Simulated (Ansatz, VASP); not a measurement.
## PtSe2: VASP beside Ansatz

File INCAR:

```
  ALGO = Normal
  EDIFF = 1E-7
  ENCUT = 520
  GGA = PE
  ISIF = 2
  ISMEAR = -1
  LASPH = T
  LCHARG = F
  LREAL = F
  LWAVE = F
  NBANDS = 18
  NELM = 60
  PREC = Accurate
  SIGMA = 0.04
```

Contents of KPOINTS:

```
k-points
0
Gamma
  4 4 2
```

File POSCAR:

```
PtSe2
1.0
    3.7240000000      0.0000000000      0.0000000000
   -1.8620000000      3.2250786037      0.0000000000
    0.0000000000      0.0000000000      5.0620000000
Pt Se
1 2
Direct
    0.0000000000      0.0000000000      0.0000000000
    0.6666666667      0.3333333333      0.7500000000
    0.3333333333      0.6666666667      0.2500000000
```

Contents of input.yaml:

```yaml
crystal:
  lattice:
    - [3.724, 0.0, 0.0]
    - [-1.862, 3.2250786037, 0.0]
    - [0.0, 0.0, 5.062]
  atoms:
    - { symbol: Pt, position: [0.0, 0.0, 0.0] }
    - { symbol: Se, position: [0.6666666667, 0.3333333333, 0.75] }
    - { symbol: Se, position: [0.3333333333, 0.6666666667, 0.25] }
kpoints:
  mp_grid: { grid: [4, 4, 2] }
scf:
  occupations: { method: fermi_dirac, width: 0.04 }
hamiltonian:
  xc: pbe
  pseudopotentials: { kind: all_electron, lapw: { basis_error: 0.003 } }
output:
  forces: true
  stress: true
  eigenvalues: true
```

Alike in both runs: task single point; functional PBE; k mesh 4 × 4 × 2; occupations fermi-dirac, width 0.04 eV; no spin polarisation.

|  | VASP | Ansatz |
| --- | --- | --- |
| version | VASP 6.6.1 | Ansatz 0.2.0 |
| potentials or method | VASP PAW PBE potentials, release 64 (Pt, Se), cutoff 520 eV | all-electron LAPW, scalar-relativistic |

Ansatz gave:

```
gap on the k mesh at the Fermi level (eV)                     : none
pressure (GPa)                                                : 7.0
traceless stress, the component that is largest in VASP (GPa) : -1.53
rms of the force components (eV/Å)                            : 0.297
```

**Question.** Which values does VASP return?

**Answer.** gap on the k mesh at the Fermi level (eV): none; pressure (GPa): 7.0; traceless stress, the component that is largest in VASP (GPa): -1.53; rms of the force components (eV/Å): 0.300.

Atom by atom the forces differ by 0.003 eV/Å (rms over components). A gap of «none» marks a metal or a gap that the smearing closes. Ansatz ran all-electron here, and VASP with PAW potentials.

The k mesh is coarse, so the values compare programs but aren't converged. Spin-orbit coupling is off throughout.
